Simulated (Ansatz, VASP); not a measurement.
# Al2O3: VASP beside Ansatz

```xyz
5
Lattice="2.7886 0.0000 0.0000 -1.3943 2.4150 0.0000 0.0000 0.0000 7.0963" Properties=species:S:1:pos:R:3 pbc="T T T"
Al    0.0000    0.0000    1.3535
Al    0.0000    0.0000    5.7428
O     0.0000    1.6100    2.0646
O     1.3943    0.8050    0.0000
O     0.0000    1.6100    5.0316
```

Alike in both runs: task single point; functional PBE; dispersion D3(BJ); k mesh 9 × 9 × 4; occupations gaussian, width 0.05 eV; no spin polarisation.

```csv
,VASP,Ansatz
version,VASP 6.6.1,Ansatz 0.2.0
potentials or method,"VASP PAW PBE potentials, release 64 (Al, O), cutoff 520 eV","scalar-relativistic, plane waves, PAW"
valence electrons in the cell,24,24
```

|  | VASP | Ansatz | Ansatz less VASP |
| --- | --- | --- | --- |
| gap on the k mesh at the Fermi level (eV) | 5.05 | 5.08 | +0.029 |
| least direct gap on the mesh (eV) | 5.17 | 5.20 | +0.028 |
| pressure (GPa) | 13.9 | 13.8 | -0.18 |
| traceless stress, the component that is largest in VASP (GPa) | -6.09 | -5.72 | +0.376 |
| rms of the force components (eV/Å) | 0.219 | 0.206 | -0.0128 |

Atom by atom the forces differ by 0.017 eV/Å (rms over components).
